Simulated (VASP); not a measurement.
# Ir (Fm-3m) in VASP: single point with PBE

Aim: the single point of Ir with PBE.

Program: VASP 6.6.1. These are calculated values, not measurements. Logs are shortened: lines on timing, memory, paths and dates and some standing lists are left out, and cuts for length are marked.

## Step 1: The cell of the first run

The structure is cubic, space group Fm-3m (No. 225). Conventional cell: a = 3.953 Å, b = 3.953 Å, c = 3.953 Å, α = 90.00°, β = 90.00°, γ = 90.00°. Within 3.7 Å of Ir (site symmetry m-3m) lie 12 Ir at 2.79 Å.

## Step 2: Single point, PBE

Contents of POSCAR:

```
Ir
1.0
    0.0000000000      1.9762590000      1.9762590000
    1.9762590000      0.0000000000      1.9762590000
    1.9762590000      1.9762590000      0.0000000000
Ir
1
Direct
    0.0000000000      0.0000000000      0.0000000000
```

Contents of INCAR.step1:

```
ALGO     = Normal         # electronic algorithm
EDIFF    = 1E-6           # SCF threshold, eV
ENCUT    = 400            # plane-wave cutoff, eV
GGA      = PE             # functional
GGA_COMPAT= F            
ISIF     = 2              # what is computed and relaxed
ISMEAR   = -5             # smearing method
LASPH    = T              # aspherical terms in the spheres
LCHARG   = T              # write CHGCAR
LMAXMIX  = 4              # l up to which the mixer works
LORBIT   = 11             # projections on sites
LREAL    = F              # projectors in reciprocal space
LWAVE    = F              # write WAVECAR
NBANDS   = 10             # bands
NEDOS    = 2001           # points of the DOS
NELM     = 120            # most SCF steps
PREC     = Accurate       # precision mode
SIGMA    = 0.1            # smearing width, eV
```

Contents of KPOINTS.step1:

```
k-points
0
Gamma
  11 11 11
```

Contents of INCAR.step2:

```
ALGO     = Normal         # electronic algorithm
EDIFF    = 1E-6           # SCF threshold, eV
ENCUT    = 400            # plane-wave cutoff, eV
GGA      = PE             # functional
GGA_COMPAT= F            
ICHARG   = 11             # starting density
ISIF     = 2              # what is computed and relaxed
ISMEAR   = -5             # smearing method
LASPH    = T              # aspherical terms in the spheres
LCHARG   = F              # write CHGCAR
LMAXMIX  = 4              # l up to which the mixer works
LORBIT   = 10             # projections on sites
LREAL    = F              # projectors in reciprocal space
LWAVE    = F              # write WAVECAR
NEDOS    = 2001           # points of the DOS
NELM     = 120            # most SCF steps
PREC     = Accurate       # precision mode
SIGMA    = 0.1            # smearing width, eV
```

Contents of KPOINTS.step2:

```
k-points
0
Gamma
  17 17 17
```

Potentials or basis: VASP PAW PBE potentials, release 64 (Ir).

Command:

```sh
cat potpaw_PBE.64/Ir/POTCAR > POTCAR
cp INCAR.step1 INCAR
cp KPOINTS.step1 KPOINTS
mpirun -np 1 vasp_std > vasp.out
cp INCAR.step2 INCAR
cp KPOINTS.step2 KPOINTS
mpirun -np 1 vasp_std > vasp.out
```

OUTCAR:

```text
EDIFF = 1E-6
   ENCUT = 400
   GGA = PE
   ICHARG = 11
   ISIF = 2
   ISMEAR = -5
   LASPH = T
   LORBIT = 10
   LREAL = F
   NELM = 120
   PREC = Accurate

 ion  position               nearest neighbor table
   1  0.000  0.000  0.000-

  LATTYP: Found a face centered cubic cell.
 ALAT       =     3.9525180000

  Lattice vectors:

 A1 = (   0.0000000000,   1.9762590000,   1.9762590000)
 A2 = (   1.9762590000,   0.0000000000,   1.9762590000)
 A3 = (   1.9762590000,   1.9762590000,   0.0000000000)

Analysis of symmetry for initial positions (statically):
=====================================================================
 Subroutine PRICEL returns:
 Original cell was already a primitive cell.

 Routine SETGRP: Setting up the symmetry group for a
 face centered cubic supercell.

 Subroutine GETGRP returns: Found 48 space group operations
 (whereof 48 operations were pure point group operations)
 out of a pool of 48 trial point group operations.

The static configuration has the point symmetry O_h .

Analysis of symmetry for dynamics (positions and initial velocities):
=====================================================================
 Subroutine PRICEL returns:
 Original cell was already a primitive cell.

 Routine SETGRP: Setting up the symmetry group for a
 face centered cubic supercell.

 Subroutine GETGRP returns: Found 48 space group operations
 (whereof 48 operations were pure point group operations)
 out of a pool of 48 trial point group operations.

The dynamic configuration has the point symmetry O_h .

 Subroutine INISYM returns: Found 48 space group operations
 (whereof 48 operations are pure point group operations),
 and found     1 'primitive' translations

----------------------------------------------------------------------------------------

                                     Primitive cell

  volume of cell :      15.4370

  direct lattice vectors                    reciprocal lattice vectors
     0.000000000  1.976259000  1.976259000    -0.253003275  0.253003275  0.253003275
     1.976259000  0.000000000  1.976259000     0.253003275 -0.253003275  0.253003275
     1.976259000  1.976259000  0.000000000     0.253003275  0.253003275 -0.253003275

  length of vectors
     2.794852281  2.794852281  2.794852281     0.438214527  0.438214527  0.438214527

  position of ions in fractional coordinates (direct lattice)
     0.000000000  0.000000000  0.000000000

  ion indices of the primitive-cell ions
   primitive index   ion index
                 1           1

----------------------------------------------------------------------------------------

 KPOINTS: k-points

Automatic generation of k-mesh.
 Grid dimensions read from file:
 generate k-points for:   17   17   17

 Generating k-lattice:

  Cartesian coordinates                     Fractional coordinates (reciprocal lattice)
    -0.014882546  0.014882546  0.014882546     0.058823529  0.000000000  0.000000000
     0.014882546 -0.014882546  0.014882546     0.000000000  0.058823529  0.000000000
     0.014882546  0.014882546 -0.014882546     0.000000000  0.000000000  0.058823529

  Length of vectors
     0.025777325  0.025777325  0.025777325

  Shift w.r.t. Gamma in fractional coordinates (k-lattice)
     0.000000000  0.000000000  0.000000000

 TETIRR: Found    693 inequivalent tetrahedra from    29478

 Subroutine IBZKPT returns following result:
 ===========================================

 Found    165 irreducible k-points:

 Following reciprocal coordinates:
            Coordinates               Weight
  0.000000  0.000000  0.000000      1.000000
  0.058824  0.000000  0.000000      8.000000
  0.117647  0.000000  0.000000      8.000000
  0.176471  0.000000  0.000000      8.000000
  0.235294  0.000000  0.000000      8.000000
  0.294118  0.000000  0.000000      8.000000
[... 16 lines left out ...]
 -0.176471  0.058824  0.000000     24.000000
 -0.117647  0.058824  0.000000     24.000000
 [... further k-points ...]
   k-points           NKPTS =    165   k-points in BZ     NKDIM =    165   number of bands    NBANDS=      8
   number of dos      NEDOS =   2001   number of ions     NIONS =      1
   total plane-waves  NPLWV =   5832
   dimension x,y,z NGX =    18 NGY =   18 NGZ =   18
   dimension x,y,z NGXF=    36 NGYF=   36 NGZF=   36
   ions per type =               1
   NGX,Y,Z   is equivalent  to a cutoff of  10.71, 10.71, 10.71 a.u.
   NGXF,Y,Z  is equivalent  to a cutoff of  21.41, 21.41, 21.41 a.u.
 SYSTEM =  unknown system
   PREC   = accura    normal or accurate (medium, high low for compatibility)
   ISTART =      0    job   : 0-new  1-cont  2-samecut
   ICHARG =     11    charge: 1-file 2-atom 10-const
   ISPIN  =      1    spin polarized calculation?
   LNONCOLLINEAR =      F non collinear calculations
   LSORBIT =      F    spin-orbit coupling
   LASPH  =      T    aspherical Exc in radial PAW
   ENCUT  =  400.0 eV  29.40 Ry    5.42 a.u.   4.56  4.56  4.56*2*pi/ulx,y,z
   NELM   =    120;   NELMIN=  2; NELMDL=  0     # of ELM steps
   EDIFF  = 0.1E-05   stopping-criterion for ELM
   LREAL  =      F    real-space projection
   EDIFFG = 0.1E-04   stopping-criterion for IOM
   NSW    =      0    number of steps for IOM
   IBRION =     -1    ionic relax: 0-MD 1-quasi-New 2-CG
   NFREE  =      0    steps in history (QN), initial steepest desc. (CG)
   ISIF   =      2    stress and relaxation
   ISYM   =      2    0-nonsym 1-usesym 2-fastsym
   POTIM  = 0.5000    time-step for ionic-motion
   TEBEG  =    0.0;   TEEND  =   0.0 temperature during run
   PSTRESS=    0.0 pullay stress
   NELECT =       9.0000    total number of electrons
   NUPDOWN=      -1.0000    fix difference up-down
   EMIN   =  10.00;   EMAX   =-10.00  energy-range for DOS
   EFERMI =   0.00;   METHOD = LEGACY
   ISMEAR =    -5;   SIGMA  =   0.10  broadening in eV -4-tet -1-fermi 0-gaus
   EFERMI_NEDOS =   21; number of points for ismear=-14 and -15
   IALGO  =     38    algorithm
   IMIX   =      4    mixing-type and parameters
     AMIX     =   0.40;   BMIX     =  1.00
     AMIX_MAG =   1.60;   BMIX_MAG =  1.00
  volume/ion in A,a.u.               =      15.44       104.17
  Fermi-wavevector in a.u.,A,eV,Ry     =   1.367630  2.584445 25.448481  1.870411
  Thomas-Fermi vector in A             =   2.493665
   LORBIT       =     10    0 simple, 1 ext, 2 COOP (PROOUT), +10 PAW based schemes
   GGA     = PE    functional components
   LHFCALC =     F    Hartree Fock is set to
   AEXX    =    0.0000 exact exchange contribution
   IVDW    =     0    specifies the selected vdW correction
   LEPSILON=     F    determine dielectric tensor
   LRPA    =     F    only Hartree local field effects (RPA)
 non-spin polarized calculation
 Fermi weights with tetrahedron method with Bloechl corrections
  energy-cutoff  :      400.00
  volume of cell :       15.44
 maximum number of plane-waves:       295

 number of electron       9.0000003 magnetization

 Free energy of the ion-electron system (eV)
  ---------------------------------------------------
  ext. energy  EPLUGINS =         0.00000000
  ---------------------------------------------------
  free energy    TOTEN  =        -8.79360676 eV

  energy without entropy =       -8.79360676  energy(sigma->0) =       -8.79360676

 E-fermi :   8.9213     XC(G=0): -13.4754

 val. band max:        9.0720613462   @ k =   0.4118   0.4118   0.0000
 cond. band min:       8.8996763564   @ k =  -0.3529   0.2941   0.0000
 fundamental gap:     -0.1723849898
 Fermi energy:         8.9212541055

 k-point     1 :       0.0000    0.0000    0.0000
  band No.  band energies     occupation
      1      -1.2484      2.00000
      2       5.5462      2.00000
      3       5.5462      2.00000
      4       5.5462      2.00000
      5       7.8836      2.00000
      6       7.8836      2.00000
      7      23.4173      0.00000
      8      28.4961      0.00000

 k-point     2 :       0.0588    0.0000    0.0000
  band No.  band energies     occupation
      1      -1.1078      2.00000
      2       5.4758      2.00000
      3       5.6054      2.00000
      4       5.6054      2.00000
      5       7.8480      2.00000
      6       7.8480      2.00000
      7      23.6484      0.00000
      8      27.7021      0.00000

 k-point     3 :       0.1176    0.0000    0.0000
  band No.  band energies     occupation
      1      -0.7005      2.00000
      2       5.2974      2.00000
      3       5.7574      2.00000
      4       5.7574      2.00000
      5       7.7749      2.00000
      6       7.7749      2.00000
      7      24.2720      0.00000
      8      26.1602      0.00000

 k-point     4 :       0.1765    0.0000    0.0000
  band No.  band energies     occupation
      1      -0.0781      2.00000
      2       5.1052      2.00000
      3       5.9154      2.00000
      4       5.9154      2.00000
      5       7.7698      2.00000
      6       7.7698      2.00000
      7      24.4839      0.00000
      8      25.0348      0.00000

 k-point     5 :       0.2353    0.0000    0.0000
  band No.  band energies     occupation
      1       0.6446      2.00000
      2       5.0552      2.00000
      3       5.9557      2.00000
      4       5.9557      2.00000
      5       7.9700      2.00000
      6       7.9700      2.00000
      7      22.7452      0.00000
      8      25.3635      0.00000
[... 177 lines left out ...]
 k-point    22 :      -0.2353    0.0588    0.0000
  band No.  band energies     occupation
      1       0.9945      2.00000
      2       4.9810      2.00000
      3       5.9264      2.00000
      4       6.0257      2.00000
      5       7.7204      2.00000
      6       8.5270      2.03738
      7      22.2277      0.00000
      8      25.4129      0.00000

 k-point    23 :      -0.1765    0.0588    0.0000
  band No.  band energies     occupation
      1       0.2769      2.00000
      2       4.9626      2.00000
      3       5.9821      2.00000
      4       6.0302      2.00000
      5       7.4748      2.00000
      6       8.1433      2.00000
      7      23.9900      0.00000
      8      25.3930      0.00000

 k-point    24 :      -0.1176    0.0588    0.0000
  band No.  band energies     occupation
      1      -0.3940      2.00000
      2       5.1397      2.00000
      3       5.8662      2.00000
      4       5.8936      2.00000
      5       7.5209      2.00000
      6       7.9619      2.00000
      7      24.7117      0.00000
      8      25.5911      0.00000

 [... further k-points ...]
[... 5 lines left out ...]
  --------------------------------------------------------------------------------------
  -------------------------------------------------------------------------------------
  Total       -1.7361307     -1.7361307     -1.7361307      0.0000000     -0.0000000      0.0000000
  in kB     -180.1903085   -180.1903085   -180.1903085      0.0000000     -0.0000000      0.0000000
  external PRESSURE =    -180.1903085 kB  Pullay stress =       0.0000000 kB

 VOLUME and BASIS-vectors are now :
 -----------------------------------------------------------------------------
  energy-cutoff  :      400.00
  volume of cell :       15.44
      direct lattice vectors                 reciprocal lattice vectors
     0.000000000  1.976259000  1.976259000    -0.253003275  0.253003275  0.253003275
     1.976259000  0.000000000  1.976259000     0.253003275 -0.253003275  0.253003275
     1.976259000  1.976259000  0.000000000     0.253003275  0.253003275 -0.253003275

 POSITION                                       TOTAL-FORCE (eV/Angst)
 -----------------------------------------------------------------------------------
      0.00000      0.00000      0.00000        -0.000000      0.000000      0.000000
 -----------------------------------------------------------------------------------
    total drift:                               -0.000000      0.000000     -0.000000

  FREE ENERGIE OF THE ION-ELECTRON SYSTEM (eV)
  ---------------------------------------------------
  free  energy   TOTEN  =        -8.7936067568 eV

  energy  without entropy=       -8.7936067568  energy(sigma->0) =       -8.79360676

 total charge

# of ion       s       p       d       tot
------------------------------------------
    1        0.626   0.629   6.864   8.119
```

Wall time 22 s (1 thread of Intel Xeon 8259CL, shared host); peak memory 0.13 GiB.

Results:

| Property | Result |
| --- | --- |
| Valence electrons inside the program's atomic spheres | Ir 8.12 |

Levels at points of the mesh, in eV from the Fermi level:
| k point | band 1 | band 2 | band 3 | band 4 | band 5 | band 6 | band 7 | band 8 |
| --- | --- | --- | --- | --- | --- | --- | --- | --- |
| (0.00, 0.00, 0.00) | -10.17 | -3.38 | -3.38 | -3.38 | -1.04 | -1.04 | 14.50 | 19.57 |

Caveat: spin-orbit coupling is left out, which moves the levels of the heavy elements; tetrahedron occupations give inexact forces and stress in metals.
